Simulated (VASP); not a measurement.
**N: single point with r2SCAN**

Crystal: N.

```
N
1.0
     3.58042    0.00000    0.00000
    -1.79021    3.10073    0.00000
     0.00000    0.00000    7.64151
N
4
Direct
  0.33333 0.66667 0.32157
  0.33333 0.66667 0.17843
  0.66667 0.33333 0.82157
  0.66667 0.33333 0.67843
```

* Program: VASP 6.6.1
* Task: single point
* Functional: r2SCAN
* Potentials or basis: VASP PAW PBE potentials, release 64 (N)
* Cutoff: 520 eV
* k mesh: 6 × 6 × 2
* Occupations: gaussian, width 0.01 eV
* Spin: no spin polarisation
* Dipole correction: no
* Further INCAR settings: ALGO = Normal; EDIFF = 1e-07; NBANDS = 18

```
Pressure               : 3.1 GPa
Largest force          : 2.245 eV/Å
Band gap on the k mesh : 7.70 eV, indirect (least direct gap 7.75 eV)
```

Forces in eV/Å, atoms in the order of the input:
```
N    0.000  0.000  2.245
N    0.000  0.000 -2.245
N    0.000  0.000  2.245
N    0.000  0.000 -2.245
```

Stress tensor (GPa, compression positive):
```
0.02 0.00 0.00
0.00 0.02 0.00
0.00 0.00 9.20
```

Levels at points of the mesh, in eV from the valence-band top:
| k point | band 8 | band 9 | band 10 | band 11 | band 12 | band 13 |
| --- | --- | --- | --- | --- | --- | --- |
| (0.00, 0.00, 0.00) | -1.36 | -1.17 | -0.06 | 9.14 | 9.14 | 9.41 |
| (0.50, 0.00, 0.00) | -1.50 | -0.40 | -0.05 | 7.70 | 8.35 | 8.76 |
| (0.00, 0.00, 0.50) | -1.38 | -0.56 | -0.56 | 9.27 | 9.27 | 9.27 |
| (0.50, 0.00, 0.50) | -1.55 | -0.25 | -0.25 | 8.04 | 8.04 | 9.04 |

Run time: 100 s on 1 thread of Intel(R) Xeon(R) Platinum 8259CL CPU @ 2.50GHz (Skylake/Cascade Lake), on a shared host, peak memory 0.2 GiB.

Caveat: the standard files for N, O and F lose accuracy on very short bonds; the PAW data sets were made with another functional, which shifts forces and pressure a little. A k mesh can miss the band edges.
